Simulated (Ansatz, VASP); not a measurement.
**Two plane-wave programs on RbBr**

```
Rb Br
1.0
     0.00000    3.42700    3.42700
     3.42700    0.00000    3.42700
     3.42700    3.42700    0.00000
Rb Br
1 1
Direct
  0.00000 0.00000 0.00000
  0.50000 0.50000 0.50000
```

Alike in both runs: task single point; functional PBE-based screened hybrid; k mesh 4 × 4 × 4; occupations fermi-dirac, width 0.05 eV; no spin polarisation.

|  | VASP | Ansatz |
| --- | --- | --- |
| version | VASP 6.6.1 | Ansatz 0.2.0 |
| potentials or method | VASP PAW PBE potentials, release 64 (Rb_sv, Br) | Ansatz PAW |
| plane-wave cutoff (eV) | 520 | 420 |
| valence electrons in the cell | 16 | 16 |

```csv
,VASP,Ansatz,Ansatz less VASP
gap on the k mesh at the Fermi level (eV),5.10,5.11,+0.001
least direct gap on the mesh (eV),5.10,5.11,+0.001
pressure (GPa),0.8,0.8,-0.01
```

VASP's potentials were made for PBE, not for PBE-based screened hybrid. With one functional, cell and mesh, what is left measures potentials, basis and numerics.
